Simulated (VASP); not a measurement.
# Ir (Im-3m) in VASP: a series of runs, part 2 of 2

VASP 6.6.1. Earlier steps stand in the parts before.

## Step 4: Single point, r2SCAN (volume scaled by 1.04)

Contents of POSCAR:

```
Ir
1.0
   -1.5644262002      1.5644262002      1.5644262002
    1.5644262002     -1.5644262002      1.5644262002
    1.5644262002      1.5644262002     -1.5644262002
Ir
1
Direct
    0.0000000000      0.0000000000      0.0000000000
```

Contents of INCAR.step1:

```
  ALGO = Normal
  EDIFF = 1E-4
  ENCUT = 520
  GGA = PE
  ISMEAR = -1
  LASPH = T
  LCHARG = F
  LREAL = F
  LWAVE = T
  NBANDS = 10
  NELM = 100
  PREC = Accurate
  SIGMA = 0.1
```

Contents of INCAR.step2:

```
  ALGO = Normal
  EDIFF = 1E-6
  ENCUT = 520
  ISIF = 2
  ISMEAR = -1
  ISTART = 1
  LASPH = T
  LCHARG = F
  LMIXTAU = T
  LREAL = F
  LWAVE = F
  METAGGA = R2SCAN
  NBANDS = 10
  NELM = 100
  PREC = Accurate
  SIGMA = 0.1
```

Contents of KPOINTS:

```
k-points
0
Gamma
  16 16 16
```

Potentials or basis: VASP PAW PBE potentials, release 64 (Ir).

On the command line:

```bash
> cat potpaw_PBE.64/Ir/POTCAR > POTCAR
> cp INCAR.step1 INCAR
> mpirun -np 1 vasp_std > vasp.out
> cp INCAR.step2 INCAR
> mpirun -np 1 vasp_std > vasp.out
```

OUTCAR:

```text
EDIFF = 1E-6
   ENCUT = 520
   ISIF = 2
   ISMEAR = -1
   ISTART = 1
   LASPH = T
   LREAL = F
   METAGGA = R2SCAN
   NELM = 100
   PREC = Accurate

 ion  position               nearest neighbor table
   1  0.000  0.000  0.000-

  LATTYP: Found a body centered cubic cell.
 ALAT       =     3.1288524004

  Lattice vectors:

 A1 = (  -1.5644262002,   1.5644262002,   1.5644262002)
 A2 = (   1.5644262002,  -1.5644262002,   1.5644262002)
 A3 = (   1.5644262002,   1.5644262002,  -1.5644262002)

Analysis of symmetry for initial positions (statically):
=====================================================================
 Subroutine PRICEL returns:
 Original cell was already a primitive cell.

 Routine SETGRP: Setting up the symmetry group for a
 body centered cubic supercell.

 Subroutine GETGRP returns: Found 48 space group operations
 (whereof 48 operations were pure point group operations)
 out of a pool of 48 trial point group operations.

The static configuration has the point symmetry O_h .
[... 161 lines left out ...]
 cond. band min:       8.6212063375   @ k =   0.3125   0.1875   0.1250
 fundamental gap:      0.0084127543
 Fermi energy:         8.6151228128

 k-point     1 :       0.0000    0.0000    0.0000
  band No.  band energies     occupation
      1      -1.7957      2.00000
      2       5.2102      2.00000
      3       5.2102      2.00000
      4       5.2102      2.00000
      5       8.1082      1.98750
      6       8.1082      1.98750
      7      26.5254      0.00000
      8      26.5254      0.00000
      9      26.5254      0.00000
     10      37.0919      0.00000
[... 287 lines left out ...]
 k-point    24 :       0.2500    0.1875    0.0000
  band No.  band energies     occupation
      1       2.2445      2.00000
      2       3.9759      2.00000
      3       4.7836      2.00000
      4       7.5866      1.99993
      5       8.6115      1.01807
      6      10.8530      0.00000
      7      20.1651      0.00000
      8      23.2577      0.00000
      9      26.3153      0.00000
     10      30.9155      0.00000

 [... further k-points ...]

------------------------ aborting loop because EDIFF is reached ----------------------------------------

  FORCE on cell =-STRESS in cart. coord.  units (eV):
  Direction    XX          YY          ZZ          XY          YZ          ZX
  --------------------------------------------------------------------------------------
  -------------------------------------------------------------------------------------
  Total       -0.9373195     -0.9373195     -0.9373195     -0.0000000     -0.0000000      0.0000000
  in kB      -98.0557392    -98.0557392    -98.0557392     -0.0000000     -0.0000000      0.0000000
  external PRESSURE =     -98.0557392 kB  Pullay stress =       0.0000000 kB

 VOLUME and BASIS-vectors are now :
 -----------------------------------------------------------------------------
  energy-cutoff  :      520.00
  volume of cell :       15.32
      direct lattice vectors                 reciprocal lattice vectors
    -1.564426200  1.564426200  1.564426200     0.000000000  0.319606000  0.319606000
     1.564426200 -1.564426200  1.564426200     0.319606000  0.000000000  0.319606000
     1.564426200  1.564426200 -1.564426200     0.319606000  0.319606000  0.000000000

 POSITION                                       TOTAL-FORCE (eV/Angst)
 -----------------------------------------------------------------------------------
      0.00000      0.00000      0.00000         0.000000     -0.000000      0.000000
 -----------------------------------------------------------------------------------
    total drift:                               -0.000000     -0.000000      0.000000

  FREE ENERGIE OF THE ION-ELECTRON SYSTEM (eV)
  ---------------------------------------------------
  free  energy   TOTEN  =       -51.7064717183 eV

  energy  without entropy=      -51.6300081204  energy(sigma->0) =      -51.66823992
```

OSZICAR.step1:

```text
N       E                     dE             d eps       ncg     rms          rms(c)
DAV:   1     0.470855256637E+02    0.47086E+02   -0.42835E+03  2916   0.800E+02
DAV:   2    -0.779739826010E+01   -0.54883E+02   -0.52331E+02  2956   0.191E+02
DAV:   3    -0.872057624141E+01   -0.92318E+00   -0.91708E+00  3398   0.304E+01
DAV:   4    -0.872874737154E+01   -0.81711E-02   -0.81690E-02  3320   0.262E+00
DAV:   5    -0.872891254752E+01   -0.16518E-03   -0.16517E-03  3346   0.360E-01    0.131E+01
DAV:   6    -0.832235958362E+01    0.40655E+00   -0.79570E-01  3230   0.106E+01    0.576E+00
DAV:   7    -0.825744888715E+01    0.64911E-01   -0.22769E-01  3336   0.513E+00    0.177E+00
DAV:   8    -0.825380917972E+01    0.36397E-02   -0.95652E-03  3196   0.139E+00    0.873E-01
DAV:   9    -0.825271110811E+01    0.10981E-02   -0.71626E-04  3196   0.393E-01    0.162E-02
DAV:  10    -0.825271804588E+01   -0.69378E-05   -0.40484E-06  1614   0.182E-02
   1 F= -.82527180E+01 E0= -.82131222E+01  d E =-.791916E-01
```

Wall time 1.9 min (1 thread of AMD EPYC 7R43 (Zen 3), shared host); peak memory 0.11 GiB.

Results:

```
Free energy : -51.7065 eV
Pressure    : -9.8 GPa
```

Caveat: the PAW data sets were made with another functional, which shifts forces and pressure a little; spin-orbit coupling is left out, which moves the levels of the heavy elements.

## Step 5: Single point, r2SCAN (volume scaled by 1.08)

Contents of POSCAR:

```
Ir
1.0
   -1.5842311660      1.5842311660      1.5842311660
    1.5842311660     -1.5842311660      1.5842311660
    1.5842311660      1.5842311660     -1.5842311660
Ir
1
Direct
    0.0000000000      0.0000000000      0.0000000000
```

Contents of INCAR.step1:

```
PREC = Accurate
ENCUT = 520
ISMEAR = -1
SIGMA = 0.1
LREAL = F
LASPH = T
NELM = 80
NBANDS = 10
GGA = PE
ALGO = Normal
EDIFF = 1E-4
LWAVE = T
LCHARG = F
```

Contents of INCAR.step2:

```
PREC = Accurate
ENCUT = 520
EDIFF = 1E-6
ISMEAR = -1
SIGMA = 0.1
LREAL = F
LASPH = T
NELM = 80
ALGO = Normal
ISIF = 2
LWAVE = F
LCHARG = F
METAGGA = R2SCAN
LMIXTAU = T
NBANDS = 10
ISTART = 1
```

Contents of KPOINTS:

```
Automatic mesh
0
Gamma
  16 16 16
```

On the command line:

```bash
> cat potpaw_PBE.64/Ir/POTCAR > POTCAR
> cp INCAR.step1 INCAR
> mpirun -np 1 vasp_std > vasp.out
> cp INCAR.step2 INCAR
> mpirun -np 1 vasp_std > vasp.out
```

Run time: 99 s. Hardware: 1 thread of AMD EPYC 7R43 (Zen 3), shared host; peak memory 0.11 GiB.

Results (log left out):

| Property | Result |
| --- | --- |
| Free energy | -51.6521 eV |
| Pressure | -19.4 GPa |

Levels at points of the mesh, in eV from the Fermi level:
```csv
k point,band 2,band 3,band 4,band 5,band 6,band 7
"(0.00, 0.00, 0.00)",-3.21,-3.21,-3.21,-0.47,-0.47,17.88
"(0.50, 0.00, 0.00)",-4.87,-0.64,-0.05,0.19,2.03,7.45
"(0.50, 0.50, 0.50)",-6.33,1.42,1.42,1.42,8.06,8.06
```

Caveat: the PAW data sets were made with another functional, which shifts forces and pressure a little; spin-orbit coupling is left out, which moves the levels of the heavy elements.

## Step 6: Single point, r2SCAN (volume scaled by 1.12)

Contents of POSCAR:

```
Ir
1.0
   -1.6035529625      1.6035529625      1.6035529625
    1.6035529625     -1.6035529625      1.6035529625
    1.6035529625      1.6035529625     -1.6035529625
Ir
1
Direct
    0.0000000000      0.0000000000      0.0000000000
```

Contents of INCAR.step1:

```
PREC     = Accurate       # precision mode
ENCUT    = 520            # plane-wave cutoff, eV
ISMEAR   = -1             # smearing method
SIGMA    = 0.1            # smearing width, eV
LREAL    = F              # projectors in reciprocal space
LASPH    = T              # aspherical terms in the spheres
NELM     = 60             # most SCF steps
NBANDS   = 10             # bands
GGA      = PE             # functional
ALGO     = Normal         # electronic algorithm
EDIFF    = 1E-4           # SCF threshold, eV
LWAVE    = T              # write WAVECAR
LCHARG   = F              # write CHGCAR
```

Contents of INCAR.step2:

```
PREC     = Accurate       # precision mode
ENCUT    = 520            # plane-wave cutoff, eV
EDIFF    = 1E-6           # SCF threshold, eV
ISMEAR   = -1             # smearing method
SIGMA    = 0.1            # smearing width, eV
LREAL    = F              # projectors in reciprocal space
LASPH    = T              # aspherical terms in the spheres
NELM     = 60             # most SCF steps
ALGO     = Normal         # electronic algorithm
ISIF     = 2              # what is computed and relaxed
LWAVE    = F              # write WAVECAR
LCHARG   = F              # write CHGCAR
METAGGA  = R2SCAN         # meta-GGA
LMIXTAU  = T            
NBANDS   = 10             # bands
ISTART   = 1
```

Contents of KPOINTS:

```
regular mesh
0
Gamma
  16 16 16
```

Potentials or basis: VASP PAW PBE potentials, release 64 (Ir).

On the command line:

```bash
> cat potpaw_PBE.64/Ir/POTCAR > POTCAR
> cp INCAR.step1 INCAR
> mpirun -np 1 vasp_std > vasp.out
> cp INCAR.step2 INCAR
> mpirun -np 1 vasp_std > vasp.out
```

OUTCAR:

```text
PREC = Accurate
   ENCUT = 520
   EDIFF = 1E-6
   ISMEAR = -1
   LREAL = F
   LASPH = T
   NELM = 60
   ISIF = 2
   METAGGA = R2SCAN
   ISTART = 1

 ion  position               nearest neighbor table
   1  0.000  0.000  0.000-

  LATTYP: Found a body centered cubic cell.
 ALAT       =     3.2071059250

  Lattice vectors:

 A1 = (  -1.6035529625,   1.6035529625,   1.6035529625)
 A2 = (   1.6035529625,  -1.6035529625,   1.6035529625)
 A3 = (   1.6035529625,   1.6035529625,  -1.6035529625)

Analysis of symmetry for initial positions (statically):
=====================================================================
 Subroutine PRICEL returns:
 Original cell was already a primitive cell.

 Routine SETGRP: Setting up the symmetry group for a
 body centered cubic supercell.

 Subroutine GETGRP returns: Found 48 space group operations
 (whereof 48 operations were pure point group operations)
 out of a pool of 48 trial point group operations.

The static configuration has the point symmetry O_h .

Analysis of symmetry for dynamics (positions and initial velocities):
=====================================================================
 Subroutine PRICEL returns:
 Original cell was already a primitive cell.

 Routine SETGRP: Setting up the symmetry group for a
 body centered cubic supercell.

 Subroutine GETGRP returns: Found 48 space group operations
 (whereof 48 operations were pure point group operations)
 out of a pool of 48 trial point group operations.

The dynamic configuration has the point symmetry O_h .

 Subroutine INISYM returns: Found 48 space group operations
 (whereof 48 operations are pure point group operations),
 and found     1 'primitive' translations

----------------------------------------------------------------------------------------

                                     Primitive cell

  volume of cell :      16.4934

  direct lattice vectors                    reciprocal lattice vectors
    -1.603552963  1.603552963  1.603552963     0.000000000  0.311807600  0.311807600
     1.603552963 -1.603552963  1.603552963     0.311807600  0.000000000  0.311807600
     1.603552963  1.603552963 -1.603552963     0.311807600  0.311807600  0.000000000

  length of vectors
     2.777435204  2.777435204  2.777435204     0.440962536  0.440962536  0.440962536

  position of ions in fractional coordinates (direct lattice)
     0.000000000  0.000000000  0.000000000

  ion indices of the primitive-cell ions
   primitive index   ion index
                 1           1

----------------------------------------------------------------------------------------

 KPOINTS: regular mesh

Automatic generation of k-mesh.
 Grid dimensions read from file:
 generate k-points for:   16   16   16

 Generating k-lattice:

  Cartesian coordinates                     Fractional coordinates (reciprocal lattice)
     0.000000000  0.019487975  0.019487975     0.062500000  0.000000000  0.000000000
     0.019487975  0.000000000  0.019487975     0.000000000  0.062500000  0.000000000
     0.019487975  0.019487975  0.000000000     0.000000000  0.000000000  0.062500000

  Length of vectors
     0.027560159  0.027560159  0.027560159

  Shift w.r.t. Gamma in fractional coordinates (k-lattice)
     0.000000000  0.000000000  0.000000000

 Subroutine IBZKPT returns following result:
 ===========================================

 Found    145 irreducible k-points:

 Following reciprocal coordinates:
            Coordinates               Weight
  0.000000  0.000000  0.000000      1.000000
  0.062500  0.000000  0.000000     12.000000
  0.125000  0.000000  0.000000     12.000000
  0.187500  0.000000  0.000000     12.000000
  0.250000  0.000000  0.000000     12.000000
  0.312500  0.000000  0.000000     12.000000
[... 16 lines left out ...]
  0.187500  0.187500  0.000000     24.000000
  0.250000  0.187500  0.000000     48.000000
 [... further k-points ...]
   k-points           NKPTS =    145   k-points in BZ     NKDIM =    145   number of bands    NBANDS=     10
   number of dos      NEDOS =    301   number of ions     NIONS =      1
   total plane-waves  NPLWV =  13824
   dimension x,y,z NGX =    24 NGY =   24 NGZ =   24
   dimension x,y,z NGXF=    48 NGYF=   48 NGZF=   48
   ions per type =               1
   NGX,Y,Z   is equivalent  to a cutoff of  14.37, 14.37, 14.37 a.u.
   NGXF,Y,Z  is equivalent  to a cutoff of  28.73, 28.73, 28.73 a.u.
 SYSTEM =  unknown system
   PREC   = accura    normal or accurate (medium, high low for compatibility)
   ISTART =      1    job   : 0-new  1-cont  2-samecut
   ICHARG =      0    charge: 1-file 2-atom 10-const
   ISPIN  =      1    spin polarized calculation?
   LNONCOLLINEAR =      F non collinear calculations
   LSORBIT =      F    spin-orbit coupling
   LASPH  =      T    aspherical Exc in radial PAW
   ENCUT  =  520.0 eV  38.22 Ry    6.18 a.u.   5.16  5.16  5.16*2*pi/ulx,y,z
   NELM   =     60;   NELMIN=  2; NELMDL=  0     # of ELM steps
   EDIFF  = 0.1E-05   stopping-criterion for ELM
   LREAL  =      F    real-space projection
   EDIFFG = 0.1E-04   stopping-criterion for IOM
   NSW    =      0    number of steps for IOM
   IBRION =     -1    ionic relax: 0-MD 1-quasi-New 2-CG
   NFREE  =      0    steps in history (QN), initial steepest desc. (CG)
   ISIF   =      2    stress and relaxation
   ISYM   =      2    0-nonsym 1-usesym 2-fastsym
   POTIM  = 0.5000    time-step for ionic-motion
   TEBEG  =    0.0;   TEEND  =   0.0 temperature during run
   PSTRESS=    0.0 pullay stress
   NELECT =       9.0000    total number of electrons
   NUPDOWN=      -1.0000    fix difference up-down
   EMIN   =  10.00;   EMAX   =-10.00  energy-range for DOS
   EFERMI =   0.00;   METHOD = LEGACY
   ISMEAR =    -1;   SIGMA  =   0.10  broadening in eV -4-tet -1-fermi 0-gaus
   EFERMI_NEDOS =   21; number of points for ismear=-14 and -15
   IALGO  =     38    algorithm
   IMIX   =      4    mixing-type and parameters
     AMIX     =   0.40;   BMIX     =  1.00
     AMIX_MAG =   1.60;   BMIX_MAG =  1.00
  volume/ion in A,a.u.               =      16.49       111.30
  Fermi-wavevector in a.u.,A,eV,Ry     =   1.337783  2.528043 24.349851  1.789664
  Thomas-Fermi vector in A             =   2.466305
   LORBIT       =      0    0 simple, 1 ext, 2 COOP (PROOUT), +10 PAW based schemes
   METAGGA = R2SCAN    functional components
   LHFCALC =     F    Hartree Fock is set to
   AEXX    =    0.0000 exact exchange contribution
   IVDW    =     0    specifies the selected vdW correction
   LEPSILON=     F    determine dielectric tensor
   LRPA    =     F    only Hartree local field effects (RPA)
 non-spin polarized calculation
  energy-cutoff  :      520.00
  volume of cell :       16.49
 maximum number of plane-waves:       466
 NGX is ok and might be reduce to    24
   NGX = 11   NGY = 11   NGZ = 11

 number of electron       9.0000001 magnetization

 Free energy of the ion-electron system (eV)
  ---------------------------------------------------
  ext. energy  EPLUGINS =         0.00000000
  ---------------------------------------------------
  free energy    TOTEN  =       -51.56665340 eV

  energy without entropy =      -51.48388683  energy(sigma->0) =      -51.52527011

 E-fermi :   7.4972     XC(G=0): -14.2588

 val. band max:        7.4945040641   @ k =  -0.4375   0.5000   0.3125
 cond. band min:       7.4979996745   @ k =   0.3125   0.2500   0.0625
 fundamental gap:      0.0034956104
 Fermi energy:         7.4971581792

 k-point     1 :       0.0000    0.0000    0.0000
  band No.  band energies     occupation
      1      -2.1695      2.00000
      2       4.4589      2.00000
      3       4.4589      2.00000
      4       4.4589      2.00000
      5       7.0623      1.97447
      6       7.0623      1.97447
      7      25.3384      0.00000
      8      25.3384      0.00000
      9      25.3384      0.00000
     10      35.0167      0.00000
[... 287 lines left out ...]
 k-point    24 :       0.2500    0.1875    0.0000
  band No.  band energies     occupation
      1       1.7086      2.00000
      2       3.3707      2.00000
      3       4.0711      2.00000
      4       6.5969      1.99975
      5       7.4830      1.07059
      6       9.5270      0.00000
      7      18.3639      0.00000
      8      21.4423      0.00000
      9      24.5536      0.00000
     10      29.2436      0.00000

 [... further k-points ...]

------------------------ aborting loop because EDIFF is reached ----------------------------------------

  FORCE on cell =-STRESS in cart. coord.  units (eV):
  Direction    XX          YY          ZZ          XY          YZ          ZX
  --------------------------------------------------------------------------------------
  -------------------------------------------------------------------------------------
  Total       -2.7602953     -2.7602953     -2.7602953      0.0000000      0.0000000      0.0000000
  in kB     -268.1366667   -268.1366667   -268.1366667      0.0000000      0.0000000      0.0000000
  external PRESSURE =    -268.1366667 kB  Pullay stress =       0.0000000 kB

 VOLUME and BASIS-vectors are now :
 -----------------------------------------------------------------------------
  energy-cutoff  :      520.00
  volume of cell :       16.49
      direct lattice vectors                 reciprocal lattice vectors
    -1.603552963  1.603552963  1.603552963     0.000000000  0.311807600  0.311807600
     1.603552963 -1.603552963  1.603552963     0.311807600  0.000000000  0.311807600
     1.603552963  1.603552963 -1.603552963     0.311807600  0.311807600  0.000000000

 POSITION                                       TOTAL-FORCE (eV/Angst)
 -----------------------------------------------------------------------------------
      0.00000      0.00000      0.00000         0.000000      0.000000     -0.000000
 -----------------------------------------------------------------------------------
    total drift:                               -0.000000     -0.000000      0.000000

  FREE ENERGIE OF THE ION-ELECTRON SYSTEM (eV)
  ---------------------------------------------------
  free  energy   TOTEN  =       -51.5666534000 eV

  energy  without entropy=      -51.4838868250  energy(sigma->0) =      -51.52527011
```

It took 3 min on 1 thread of AMD EPYC 7R43 (Zen 3), shared host; peak memory 0.13 GiB.

What came out:

```
Free energy : -51.5667 eV
Pressure    : -26.8 GPa
```

Caveat: the PAW data sets were made with another functional, which shifts forces and pressure a little; spin-orbit coupling is left out, which moves the levels of the heavy elements.

## Step 7: The runs side by side

```tsv
cell	gap on the mesh (eV)	pressure (GPa)
a = 2.638 Å, angles 109.5°, 1 atom	none	18.0
a = 2.674 Å, angles 109.5°, 1 atom	none	2.4
a = 2.710 Å, angles 109.5°, 1 atom	none	-9.8
a = 2.744 Å, angles 109.5°, 1 atom	none	-19.4
a = 2.777 Å, angles 109.5°, 1 atom	none	-26.8
```

Alike in all rows: task single point; level r2SCAN; potentials or basis VASP PAW PBE potentials, release 64 (Ir); no spin polarisation; k mesh 16 × 16 × 16; cutoff (eV) 520; smearing fermi-dirac 0.1 eV.

Caveats: the PAW data sets were made with another functional, which shifts forces and pressure a little; spin-orbit coupling is left out, which moves the levels of the heavy elements.

Total energies depend on the potentials used, so only differences within one code and one set of settings carry meaning.
